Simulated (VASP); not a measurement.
Runs of VASP 6.6.1 on Sb. The structure is that of space group Fm-3m (No. 225), or close to it. The cells are those of the table. 

```tsv
task	cell	k mesh	cutoff (eV)	gap on the mesh (eV)	pressure (GPa)	relaxed volume (Å³/atom)
single point	a = 3.342 Å, angles 60.0°, 1 atom	8 × 8 × 8	520	none	(a)	-
single point	a = 3.116 Å, angles 60.0°, 1 atom	8 × 8 × 8	520	none	22.6	-
relaxation of cell and atoms	relaxed from a = 3.116 Å, angles 60.0°, 1 atom	8 × 8 × 8	600	none	-0.2	26.53
single point	a = 3.333 Å, angles 60.0°, 1 atom	16 × 16 × 16	520	none	0.0	-
relaxation of cell and atoms	relaxed from a = 3.342 Å, angles 60.0°, 1 atom	16 × 16 × 16	600	none	0.0	26.17
```

Alike in all rows: level PBEsol; potentials or basis VASP PAW PBE potentials, release 64 (Sb); no spin polarisation; smearing gaussian 0.1 eV.

Q: Fill in the values left out.

A: (a) 0.1.

Caveats: the PAW data sets were made with another functional, which shifts forces and pressure a little; spin-orbit coupling is left out, which moves the levels of the heavy elements; the volume moved by over 15 % at a fixed basis, so the end points are rough (some runs).

A k mesh can miss the band edges, and the runs leave out spin-orbit coupling on Sb.

A gap of «none» marks levels without a gap at the run's occupations.
